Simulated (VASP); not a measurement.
Input of a VASP 6.6.1 run:

INCAR

```
SYSTEM = ErTi2P2
ALGO = Normal ; EDIFF = 1E-7
ENCUT = 520 ; GGA = PE
ISIF = 2 ; ISMEAR = -1
ISPIN = 2 ; ISYM = 0
LASPH = .True. ; LCHARG = .False.
LDAU = .True. ; LDAUJ = 0 0 0
LDAUL = 2 3 -1 ; LDAUPRINT = 1
LDAUTYPE = 2 ; LDAUU = 5.37 5.46 0
LMAXMIX = 6 ; LORBIT = 11
LREAL = .False. ; LWAVE = .False.
MAGMOM = 1.1 -0.4 3.29 -0.01 -0.01 ; NBANDS = 40
NELM = 150 ; PREC = Accurate
SIGMA = 0.1
```

The input KPOINTS:

```
Automatic mesh
0
Gamma
  5 5 4
  0.5 0.5 0
```

The input POSCAR:

```
ErTi2P2
1.0
    0.0000000000      3.9252798800      0.0000000000
    3.9252798800      0.0000000000      0.0000000000
    1.9626394400      1.9626394400     -4.7482153800
Ti Er P
2 1 2
Direct
    0.7500000000      0.2500000000      0.5000000000
    0.2500000000      0.7500000000      0.5000000000
    0.0000000000      0.0000000000      0.0000000000
    0.3760000000      0.3760000000      0.2480000000
    0.6240000000      0.6240000000      0.7520000000
```

Potentials or basis: VASP PAW PBE potentials, release 64 (Ti_sv, Er, P).

Run with:

```bash
$ cat potpaw_PBE.64/Ti_sv/POTCAR potpaw_PBE.64/Er/POTCAR potpaw_PBE.64/P/POTCAR > POTCAR
$ mpirun -np 1 vasp_std > vasp.out
```

(1) Estimate the site moments.

(2) What does it give for the largest force?

(3) What does it give for the net moment?

Results:

(1) Ti +0.15; Er +2.97; P -0.01 μB.

(2) 4.055 eV/Å.

(3) 3.42 μB per cell.

Caveat: the magnetic or orbital state may not be the lowest; forces of over 1 eV/Å act on the atoms, so gaps and moduli don't describe the material at rest.
